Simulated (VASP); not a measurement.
Wanted: the native input for a VASP 6.6.1 run.

```
Task                   : relaxation of the atoms
Functional             : PBE
Potentials or basis    : VASP PAW PBE potentials, release 64 (W_sv, C)
Cutoff                 : 520 eV
k mesh                 : 4 × 4 × 3
Occupations            : fermi-dirac, width 0.5 eV
Spin                   : no spin polarisation
Dipole correction      : no
Further INCAR settings : ALGO = Normal; EDIFF = 1e-07; IBRION = 2; EDIFFG = -0.02; NSW = 90
```

The structure of W7C8 (a cell with a defect) lies in POSCAR:

```
W7C8
1.0
    5.8626610600      0.0000000000      0.0000000000
   -2.9313305300      5.0772134100      0.0000000000
    0.0000000000      0.0000000000      5.6902837200
W C
7 8
Direct
    0.0000000000      0.0000000000      0.0000000000
    0.0000000000      0.0000000000      0.5000000000
    0.0000000000      0.5000000000      0.0000000000
    0.0000000000      0.5000000000      0.5000000000
    0.5000000000      0.0000000000      0.0000000000
    0.5000000000      0.0000000000      0.5000000000
    0.5000000000      0.5000000000      0.0000000000
    0.3333333300      0.1666666700      0.2500000000
    0.3333333300      0.1666666700      0.7500000000
    0.3333333300      0.6666666700      0.2500000000
    0.3333333300      0.6666666700      0.7500000000
    0.8333333300      0.1666666700      0.2500000000
    0.8333333300      0.1666666700      0.7500000000
    0.8333333300      0.6666666700      0.2500000000
    0.8333333300      0.6666666700      0.7500000000
```

These files were run (other wordings do the same):

INCAR

```
SYSTEM = W7C8
PREC = Accurate ; ENCUT = 520
EDIFF = 1E-7 ; ISMEAR = -1
SIGMA = 0.5 ; LREAL = .FALSE.
LASPH = .TRUE. ; NELM = 120
ALGO = Normal ; ISIF = 2
LWAVE = .FALSE. ; LCHARG = .FALSE.
GGA = PE ; IBRION = 2
NSW = 90 ; EDIFFG = -0.02
GGA_COMPAT = .FALSE. ; NELMIN = 4
```

KPOINTS

```
regular mesh
0
G
  4 4 3
  0 0 0
```

Potentials or basis: VASP PAW PBE potentials, release 64 (W_sv, C).

Launch:

```bash
$ cat potpaw_PBE.64/W_sv/POTCAR potpaw_PBE.64/C/POTCAR > POTCAR
$ mpirun -np 1 vasp_std > vasp.out
```

It gave:

The energy gained by relaxing is 24.6 meV/atom and the ionic steps are 7. The pressure after relaxing is -2.9 GPa. The largest force after relaxing is 0.009 eV/Å. The band gap on the k mesh is zero (bands 65 and 66 overlap by 0.64 eV).

Caveat: the k points lie up to 0.37 Å⁻¹ apart, too coarse for converged energies and pressures of a metal; so wide a smearing shifts energies and pressures; spin-orbit coupling is left out, which moves the levels of the heavy elements.

Wall time 23 min on 1 thread of Intel Xeon 8259CL, with other jobs on the host, peak memory 0.35 GiB.
